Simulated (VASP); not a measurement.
# CdInS2 (P-3m1) in VASP: a series of runs

CdInS2 is run at these levels: PBE; tasks: single point.

Everything below comes from runs of VASP 6.6.1. Logs are shortened: lines on timing, memory, paths and dates and some standing lists are left out, and cuts for length are marked.

### 1 The cell of the first run

The structure is trigonal, space group P-3m1 (No. 164). The conventional cell has a = 3.643 Å, b = 3.643 Å, c = 7.691 Å, α = 90.00°, β = 90.00°, γ = 120.00°. Within 4.0 Å of Cd (site symmetry -3m) lie 6 S at 3.07 Å and 6 Cd at 3.64 Å and 2 In at 3.85 Å. Within 3.5 Å of In (site symmetry -3m) lie 6 S at 2.65 Å. S (site symmetry 3m) has 3 In at 2.65 Å and 3 Cd at 3.07 Å within 3.5 Å.

### 2 Single point, PBE

The input, INCAR:

```
SYSTEM = CdInS2
ALGO = Normal
EDIFF = 1E-7
ENCUT = 520
GGA = PE
ISIF = 2
ISMEAR = 0
LASPH = .TRUE.
LCHARG = .FALSE.
LREAL = .FALSE.
LWAVE = .FALSE.
NBANDS = 26
NELM = 100
PREC = Accurate
SIGMA = 0.15
```

The input, KPOINTS:

```
k-points
0
G
  12 12 6
  0 0 0
```

The input, POSCAR:

```
CdInS2
1.0
    3.6426205061      0.0000000000      0.0000000000
   -1.8213102530      3.1546018947      0.0000000000
    0.0000000000      0.0000000000      7.6913931987
Cd In S
1 1 2
Direct
    0.0000000000      0.0000000000      0.0000000000
    0.0000000000      0.0000000000      0.5000000000
    0.6666666667      0.3333333333      0.7089643644
    0.3333333333      0.6666666667      0.2910356356
```

Potentials or basis: VASP PAW PBE potentials, release 64 (Cd, In_d, S).

Run with:

```
cat potpaw_PBE.64/Cd/POTCAR potpaw_PBE.64/In_d/POTCAR potpaw_PBE.64/S/POTCAR > POTCAR
mpirun -np 1 vasp_std > vasp.out
```

OUTCAR:

```text
SYSTEM = CdInS2
   EDIFF = 1E-7
   ENCUT = 520
   GGA = PE
   ISIF = 2
   ISMEAR = 0
   LASPH = .TRUE.
   LREAL = .FALSE.
   NELM = 100
   PREC = Accurate

 ion  position               nearest neighbor table
   1  0.000  0.000  0.000-   3 3.07   4 3.07   3 3.07   4 3.07   3 3.07   4 3.07   2 3.85   2 3.85

   2  0.000  0.000  0.500-   3 2.65   4 2.65   3 2.65   4 2.65   3 2.65   4 2.65   1 3.85   1 3.85

   3  0.667  0.333  0.709-   2 2.65   2 2.65   2 2.65   1 3.07   1 3.07   1 3.07
   4  0.333  0.667  0.291-   2 2.65   2 2.65   2 2.65   1 3.07   1 3.07   1 3.07

  LATTYP: Found a hexagonal cell.
 ALAT       =     3.6426205061
 C/A-ratio  =     2.1115000000

  Lattice vectors:

 A1 = (   3.6426205061,   0.0000000000,   0.0000000000)
 A2 = (  -1.8213102530,   3.1546018947,   0.0000000000)
 A3 = (   0.0000000000,   0.0000000000,   7.6913931987)

Analysis of symmetry for initial positions (statically):
=====================================================================
 Subroutine PRICEL returns:
 Original cell was already a primitive cell.

 Routine SETGRP: Setting up the symmetry group for a
 hexagonal supercell.

 Subroutine GETGRP returns: Found 12 space group operations
 (whereof 12 operations were pure point group operations)
 out of a pool of 24 trial point group operations.

The static configuration has the point symmetry D_3d.

Analysis of symmetry for dynamics (positions and initial velocities):
=====================================================================
 Subroutine PRICEL returns:
 Original cell was already a primitive cell.

 Routine SETGRP: Setting up the symmetry group for a
 hexagonal supercell.

 Subroutine GETGRP returns: Found 12 space group operations
 (whereof 12 operations were pure point group operations)
 out of a pool of 24 trial point group operations.

The dynamic configuration has the point symmetry D_3d.

 Subroutine INISYM returns: Found 12 space group operations
 (whereof 12 operations are pure point group operations),
 and found     1 'primitive' translations

----------------------------------------------------------------------------------------

                                     Primitive cell

  volume of cell :      88.3819

  direct lattice vectors                    reciprocal lattice vectors
     3.642620506  0.000000000  0.000000000     0.274527637  0.158498605  0.000000000
    -1.821310253  3.154601895  0.000000000     0.000000000  0.316997210  0.000000000
     0.000000000  0.000000000  7.691393199     0.000000000  0.000000000  0.130015457

  length of vectors
     3.642620506  3.642620506  7.691393199     0.316997210  0.316997210  0.130015457

  position of ions in fractional coordinates (direct lattice)
     0.000000000  0.000000000  0.000000000
     0.000000000  0.000000000  0.500000000
     0.666666667  0.333333333  0.708964364
     0.333333333  0.666666667  0.291035636

  ion indices of the primitive-cell ions
   primitive index   ion index
                 1           1
                 2           2
                 3           3
                 4           4

----------------------------------------------------------------------------------------

 KPOINTS: k-points

Automatic generation of k-mesh.
 Grid dimensions read from file:
 generate k-points for:   12   12    6

 Generating k-lattice:

  Cartesian coordinates                     Fractional coordinates (reciprocal lattice)
     0.022877303  0.013208217  0.000000000     0.083333333  0.000000000  0.000000000
     0.000000000  0.026416434  0.000000000     0.000000000  0.083333333  0.000000000
     0.000000000  0.000000000  0.021669243     0.000000000  0.000000000  0.166666667

  Length of vectors
     0.026416434  0.026416434  0.021669243

  Shift w.r.t. Gamma in fractional coordinates (k-lattice)
     0.000000000  0.000000000  0.000000000

 Subroutine IBZKPT returns following result:
 ===========================================

 Found    100 irreducible k-points:

 Following reciprocal coordinates:
            Coordinates               Weight
  0.000000  0.000000  0.000000      1.000000
  0.083333  0.000000  0.000000      6.000000
  0.166667  0.000000  0.000000      6.000000
  0.250000  0.000000  0.000000      6.000000
  0.333333  0.000000  0.000000      6.000000
  0.416667  0.000000  0.000000      6.000000
[... 16 lines left out ...]
  0.166667  0.000000  0.166667      6.000000
  0.000000  0.166667  0.166667      6.000000
 [... further k-points ...]
   k-points           NKPTS =    100   k-points in BZ     NKDIM =    100   number of bands    NBANDS=     26
   number of dos      NEDOS =    301   number of ions     NIONS =      4
   total plane-waves  NPLWV =  47040
   dimension x,y,z NGX =    28 NGY =   28 NGZ =   60
   dimension x,y,z NGXF=    56 NGYF=   56 NGZF=  120
   ions per type =               1   1   2
   NGX,Y,Z   is equivalent  to a cutoff of  12.78, 12.78, 12.97 a.u.
   NGXF,Y,Z  is equivalent  to a cutoff of  25.56, 25.56, 25.94 a.u.
 SYSTEM =  CdInS2
   PREC   = accura    normal or accurate (medium, high low for compatibility)
   ISTART =      0    job   : 0-new  1-cont  2-samecut
   ICHARG =      2    charge: 1-file 2-atom 10-const
   ISPIN  =      1    spin polarized calculation?
   LNONCOLLINEAR =      F non collinear calculations
   LSORBIT =      F    spin-orbit coupling
   LASPH  =      T    aspherical Exc in radial PAW
   ENCUT  =  520.0 eV  38.22 Ry    6.18 a.u.   6.77  6.77 14.30*2*pi/ulx,y,z
   NELM   =    100;   NELMIN=  2; NELMDL= -5     # of ELM steps
   EDIFF  = 0.1E-06   stopping-criterion for ELM
   LREAL  =      F    real-space projection
   EDIFFG = 0.1E-05   stopping-criterion for IOM
   NSW    =      0    number of steps for IOM
   IBRION =     -1    ionic relax: 0-MD 1-quasi-New 2-CG
   NFREE  =      0    steps in history (QN), initial steepest desc. (CG)
   ISIF   =      2    stress and relaxation
   ISYM   =      2    0-nonsym 1-usesym 2-fastsym
   POTIM  = 0.5000    time-step for ionic-motion
   TEBEG  =    0.0;   TEEND  =   0.0 temperature during run
   PSTRESS=    0.0 pullay stress
   NELECT =      37.0000    total number of electrons
   NUPDOWN=      -1.0000    fix difference up-down
   EMIN   =  10.00;   EMAX   =-10.00  energy-range for DOS
   EFERMI =   0.00;   METHOD = LEGACY
   ISMEAR =     0;   SIGMA  =   0.15  broadening in eV -4-tet -1-fermi 0-gaus
   EFERMI_NEDOS =   21; number of points for ismear=-14 and -15
   IALGO  =     38    algorithm
   IMIX   =      4    mixing-type and parameters
     AMIX     =   0.40;   BMIX     =  1.00
     AMIX_MAG =   1.60;   BMIX_MAG =  1.00
  volume/ion in A,a.u.               =      22.10       149.11
  Fermi-wavevector in a.u.,A,eV,Ry     =   1.224675  2.314300 20.406415  1.499829
  Thomas-Fermi vector in A             =   2.359741
   LORBIT       =      0    0 simple, 1 ext, 2 COOP (PROOUT), +10 PAW based schemes
   GGA     = PE    functional components
   LHFCALC =     F    Hartree Fock is set to
   AEXX    =    0.0000 exact exchange contribution
   IVDW    =     0    specifies the selected vdW correction
   LEPSILON=     F    determine dielectric tensor
   LRPA    =     F    only Hartree local field effects (RPA)
 non-spin polarized calculation
 Gauss-broadening in eV      SIGMA  =   0.15
  energy-cutoff  :      520.00
  volume of cell :       88.38
 maximum number of plane-waves:      2396
   NGX = 13   NGY = 13   NGZ = 29

 number of electron      37.0000001 magnetization

 Free energy of the ion-electron system (eV)
  ---------------------------------------------------
  ext. energy  EPLUGINS =         0.00000000
  ---------------------------------------------------
  free energy    TOTEN  =       -12.49938889 eV

  energy without entropy =      -12.47509596  energy(sigma->0) =      -12.48724243

 E-fermi :   5.0258     XC(G=0): -10.0744

 val. band max:        5.0186764402   @ k =  -0.1667   0.4167   0.1667
 cond. band min:       5.0426044499   @ k =   0.0833   0.0000   0.3333
 fundamental gap:      0.0239280097
 Fermi energy:         5.0257878503

 k-point     1 :       0.0000    0.0000    0.0000
  band No.  band energies     occupation
      1      -9.6980      2.00000
      2      -9.6980      2.00000
      3      -9.6236      2.00000
      4      -9.5390      2.00000
      5      -9.5390      2.00000
      6      -9.0431      2.00000
[... 18 lines left out ...]
     25      12.1625      0.00000
     26      13.8382      0.00000

 k-point     2 :       0.0833    0.0000    0.0000
  band No.  band energies     occupation
      1      -9.7318      2.00000
      2      -9.6882      2.00000
      3      -9.6150      2.00000
      4      -9.5585      2.00000
      5      -9.5397      2.00000
      6      -8.9767      2.00000
[... 18 lines left out ...]
     25      12.0268      0.00000
     26      13.2299      0.00000

 k-point     3 :       0.1667    0.0000    0.0000
  band No.  band energies     occupation
      1      -9.8308      2.00000
      2      -9.6632      2.00000
      3      -9.6013      2.00000
      4      -9.5789      2.00000
      5      -9.5396      2.00000
      6      -8.7789      2.00000
[... 18 lines left out ...]
     25      12.0450      0.00000
     26      12.2155      0.00000

 k-point     4 :       0.2500    0.0000    0.0000
  band No.  band energies     occupation
      1      -9.9551      2.00000
      2      -9.6365      2.00000
      3      -9.6201      2.00000
      4      -9.5539      2.00000
      5      -9.5315      2.00000
      6      -8.4685      2.00000
[... 18 lines left out ...]
     25      11.5213      0.00000
     26      12.4405      0.00000
[... 496 lines left out ...]
      1      -9.7318      2.00000
      2      -9.6882      2.00000
      3      -9.6149      2.00000
      4      -9.5586      2.00000
      5      -9.5397      2.00000
      6      -8.9622      2.00000
[... 18 lines left out ...]
     25      11.9709      0.00000
     26      13.0342      0.00000

 k-point    23 :       0.1667    0.0000    0.1667
  band No.  band energies     occupation
      1      -9.8319      2.00000
      2      -9.6632      2.00000
      3      -9.6015      2.00000
      4      -9.5787      2.00000
      5      -9.5396      2.00000
      6      -8.7624      2.00000
[... 18 lines left out ...]
     25      12.0086      0.00000
     26      12.6910      0.00000

 k-point    24 :       0.0000    0.1667    0.1667
  band No.  band energies     occupation
      1      -9.8307      2.00000
      2      -9.6632      2.00000
      3      -9.6010      2.00000
      4      -9.5791      2.00000
      5      -9.5396      2.00000
      6      -8.7687      2.00000
[... 18 lines left out ...]
     25      11.5086      0.00000
     26      12.3408      0.00000

 [... further k-points ...]

------------------------ aborting loop because EDIFF is reached ----------------------------------------

  FORCE on cell =-STRESS in cart. coord.  units (eV):
  Direction    XX          YY          ZZ          XY          YZ          ZX
  --------------------------------------------------------------------------------------
  -------------------------------------------------------------------------------------
  Total        2.7816241      2.7816241     -2.7956047      0.0000000      0.0000000     -0.0000000
  in kB       50.4249559     50.4249559    -50.6783937      0.0000000      0.0000000     -0.0000000
  external PRESSURE =      16.7238394 kB  Pullay stress =       0.0000000 kB

 VOLUME and BASIS-vectors are now :
 -----------------------------------------------------------------------------
  energy-cutoff  :      520.00
  volume of cell :       88.38
      direct lattice vectors                 reciprocal lattice vectors
     3.642620506  0.000000000  0.000000000     0.274527637  0.158498605  0.000000000
    -1.821310253  3.154601895  0.000000000     0.000000000  0.316997210  0.000000000
     0.000000000  0.000000000  7.691393199     0.000000000  0.000000000  0.130015457

 POSITION                                       TOTAL-FORCE (eV/Angst)
 -----------------------------------------------------------------------------------
      0.00000      0.00000      0.00000         0.000000      0.000000      0.000000
      0.00000      0.00000      3.84570         0.000000      0.000000      0.000000
      1.82131      1.05153      5.45292        -0.000000      0.000000      0.198070
     -0.00000      2.10307      2.23847         0.000000     -0.000000     -0.198070
 -----------------------------------------------------------------------------------
    total drift:                                0.000000     -0.000000      0.000000

  FREE ENERGIE OF THE ION-ELECTRON SYSTEM (eV)
  ---------------------------------------------------
  free  energy   TOTEN  =       -12.4993888925 eV

  energy  without entropy=      -12.4750959612  energy(sigma->0) =      -12.48724243
```

Wall time 5.9 min (1 thread of Intel Xeon 8259CL, shared host); peak memory 0.38 GiB.

What came out:

- Free energy: -12.4994 eV
- Pressure: 1.7 GPa
- Largest force: 0.198 eV/Å
- Band gap on the k mesh: zero (an odd number of electrons rules out a gap without spin polarisation)

Forces on the atoms (eV/Å):
```
Cd   0.000  0.000  0.000
In   0.000  0.000  0.000
S    0.000  0.000  0.198
S    0.000  0.000 -0.198
```

Stress tensor (GPa, compression positive):
```
 5.04  0.00  0.00
 0.00  5.04  0.00
 0.00  0.00 -5.07
```

Caveat: the stress differs along the axes, from -5 to 5 GPa; spin-orbit coupling is left out, which moves the levels of the heavy elements.

### 3 Single point, PBE

The input, INCAR:

```
  PREC = Accurate
  ENCUT = 520
  EDIFF = 1E-6
  ISMEAR = 0
  SIGMA = 0.15
  LREAL = False
  LASPH = True
  NELM = 60
  ALGO = Normal
  ISIF = 2
  LWAVE = False
  LCHARG = True
  GGA = PE
  LELF = True
  LVHAR = True
  NBANDS = 26
```

The input, KPOINTS:

```
regular mesh
0
Gamma
  12 12 6
```

Edit POSCAR of step 2 so:

```diff
@@ -10,3 +10,3 @@
     0.0000000000      0.0000000000      0.5000000000
-    0.6666666667      0.3333333333      0.7089643644
-    0.3333333333      0.6666666667      0.2910356356
+    0.6666666667      0.3333333333      0.8067465330
+    0.3333333333      0.6666666667      0.1932534670
```

Potentials or basis: VASP PAW PBE potentials, release 64 (Cd, In_d, S).

Run with:

```
cat potpaw_PBE.64/Cd/POTCAR potpaw_PBE.64/In_d/POTCAR potpaw_PBE.64/S/POTCAR > POTCAR
mpirun -np 1 vasp_std > vasp.out
```

Wall time 5.3 min (1 thread of Intel Xeon 8259CL, shared host); peak memory 0.37 GiB.

It converged, with:

* Free energy: -11.9865 eV
* Pressure: 5.1 GPa
* Largest force: 1.433 eV/Å
* Band gap on the k mesh: zero (an odd number of electrons rules out a gap without spin polarisation)

Forces in eV/Å, atoms in the order of the input:
```
Cd   0.000  0.000  0.000
In   0.000  0.000  0.000
S    0.000  0.000 -1.433
S    0.000  0.000  1.433
```

Stress tensor (GPa, compression positive):
```
 8.53  0.00  0.00
 0.00  8.53  0.00
 0.00  0.00 -1.79
```

Levels at points of the mesh, in eV from the Fermi level:
```tsv
k point	band 16	band 17	band 18	band 19	band 20	band 21	band 22	band 23
(0.00, 0.00, 0.00)	-0.48	-0.48	0.19	0.19	4.16	5.24	6.34	7.19
(0.50, 0.00, 0.00)	-3.02	-1.86	-0.13	0.20	1.20	3.65	3.69	4.94
(0.00, 0.00, 0.50)	-0.44	0.16	0.16	0.33	2.66	5.01	7.34	7.34
(0.50, 0.00, 0.50)	-1.78	-1.75	-1.58	-0.34	0.57	4.24	4.87	5.42
```

Caveat: the stress differs along the axes, from -2 to 9 GPa; spin-orbit coupling is left out, which moves the levels of the heavy elements; forces of over 1 eV/Å act on the atoms, so gaps and moduli don't describe the material at rest.

The gap in the log of VASP goes by the Fermi energy; the results here count the filled bands.